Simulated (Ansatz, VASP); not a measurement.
## One calculation of W, two programs

Contents of INCAR:

```
SYSTEM = W
  PREC = Accurate
  ENCUT = 500
  EDIFF = 1E-6
  ISMEAR = -1
  SIGMA = 0.05
  LREAL = .FALSE.
  LASPH = .TRUE.
  NELM = 120
  ALGO = Normal
  ISIF = 2
  LWAVE = .FALSE.
  LCHARG = .FALSE.
  GGA = PS
  NBANDS = 13
  GGA_COMPAT = .FALSE.
```

The input KPOINTS:

```
Automatic mesh
0
G
  14 14 14
  0 0 0
```

File POSCAR:

```
W
1.0
    0.0000000000      2.0706000000      2.0300000000
    2.0706000000      0.0000000000      2.0300000000
    2.0706000000      2.0706000000      0.0000000000
W
1
Direct
    0.0000000000      0.0000000000      0.0000000000
```

Input for Ansatz:

```yaml
crystal:
  lattice:
    - [0.0, 2.0706, 2.03]
    - [2.0706, 0.0, 2.03]
    - [2.0706, 2.0706, 0.0]
  atoms:
    - { symbol: W, position: [0.0, 0.0, 0.0] }
kpoints:
  mp_grid: { grid: [14, 14, 14] }
  band_path:
    path:
      - [0.0, 0.0, 0.0]
      - [0.0, 0.5, 0.5]
      - [0.25, 0.75, 0.5]
      - [0.0, 0.5, 0.0]
      - [0.0, 0.0, 0.0]
      - [0.5, 0.5, 0.0]
      - [0.38005, 0.61995, 0.0]
      - [-0.38005, 0.38005, 0.0]
      - [0.0, 0.0, 0.0]
    npoints: 5
scf:
  occupations: { method: fermi_dirac, width: 0.05 }
hamiltonian:
  xc: pbesol
  pseudopotentials: { kind: all_electron, lapw: { basis_error: 0.001 } }
output:
  forces: true
  stress: true
  eigenvalues: true
```

Change from the starting cell: equal xx and yy strain of +2 %.

Alike in both runs: task single point; functional PBEsol; k mesh 14 × 14 × 14; occupations fermi-dirac, width 0.05 eV; no spin polarisation.

|  | VASP | Ansatz |
| --- | --- | --- |
| version | VASP 6.6.1 | Ansatz 0.2.0 |
| potentials or method | VASP PAW PBE potentials, release 64 (W_sv), cutoff 500 eV | all-electron LAPW, scalar-relativistic |

Ansatz gave:

- pressure (GPa): -21.6
- traceless stress, the component that is largest in VASP (GPa): -4.04

Q: Estimate VASP's values.

A: Pressure (GPa): -21.4; traceless stress, the component that is largest in VASP (GPa): -4.06.

VASP's potentials were made for PBE, not for PBEsol. Ansatz ran all-electron here, and VASP with PAW potentials.

Spin-orbit coupling is off throughout.
